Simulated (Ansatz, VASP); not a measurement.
# Sb: VASP beside Ansatz

File POSCAR:

```
Sb
1.0
    3.0833436100      0.0000000000      0.0000000000
    0.0000000000      3.0833436100      0.0000000000
    0.0000000000      0.0000000000      3.0833436100
Sb
1
Direct
    0.0000000000      0.0000000000      0.0000000000
```

Contents of INCAR.step1:

```
SYSTEM = Sb
  ALGO = Normal
  EDIFF = 1E-4
  ENCUT = 600
  GGA = PE
  ISMEAR = 0
  LASPH = .True.
  LCHARG = .False.
  LREAL = .False.
  LWAVE = .True.
  NELM = 60
  PREC = Accurate
  SIGMA = 0.1
```

Contents of INCAR.step2:

```
SYSTEM = Sb
  ALGO = Normal
  EDIFF = 1E-6
  EDIFFG = -0.002
  ENCUT = 600
  IBRION = 2
  ISIF = 3
  ISMEAR = 0
  ISTART = 1
  LASPH = .True.
  LCHARG = .False.
  LMIXTAU = .True.
  LREAL = .False.
  LWAVE = .False.
  METAGGA = R2SCAN
  NELM = 60
  NSW = 100
  PREC = Accurate
  SIGMA = 0.1
```

The input KPOINTS:

```
k-points
0
Gamma
  14 14 14
  0 0 0
```

Input for Ansatz:

```yaml
crystal:
  lattice:
    - [3.08334361, 0.0, 0.0]
    - [0.0, 3.08334361, 0.0]
    - [0.0, 0.0, 3.08334361]
  atoms:
    - { symbol: Sb, position: [0.0, 0.0, 0.0] }
basis:
  ecutwfc: 500
kpoints:
  mp_grid: { grid: [14, 14, 14] }
hamiltonian:
  xc: r2scan
  pseudopotentials: { kind: paw, azcp: { folder: soft_1 } }
scf:
  occupations: { method: gaussian, width: 0.1 }
output:
  forces: true
  stress: true
  eigenvalues: true
relax:
  adjacent_minimum: "off"
  f_tol: 0.002
  max_steps: 80
  cell: { stress_tol: 0.02 }
```

Alike in both runs: task relaxation of cell and atoms; functional r2SCAN; k mesh 14 × 14 × 14; occupations gaussian, width 0.1 eV; no spin polarisation.

|  | VASP | Ansatz |
| --- | --- | --- |
| version | VASP 6.6.1 | Ansatz 0.2.0 |
| potentials or method | VASP PAW PBE potentials, release 64 (Sb), cutoff 600 eV | scalar-relativistic, plane waves, PAW |
| valence electrons in the cell | 5 | 15 |

|  | VASP | Ansatz | Ansatz less VASP |
| --- | --- | --- | --- |
| gap on the k mesh at the Fermi level, each at its own relaxed structure (eV) | none | none | - |
| relaxed volume (Å³/atom) | 29.44 | 29.46 | +0.017 |
| relaxed cell length with the largest relative difference (Å) | 3.088 | 3.088 | +0.0006 |

VASP's potentials were made for PBE, not for r2SCAN. A gap of «none» marks a metal or a gap that the smearing closes. VASP's potentials hold 5 valence electrons a cell and Ansatz's 15, so a difference there can come from the potentials and not from the codes.

Spin-orbit coupling is off throughout.
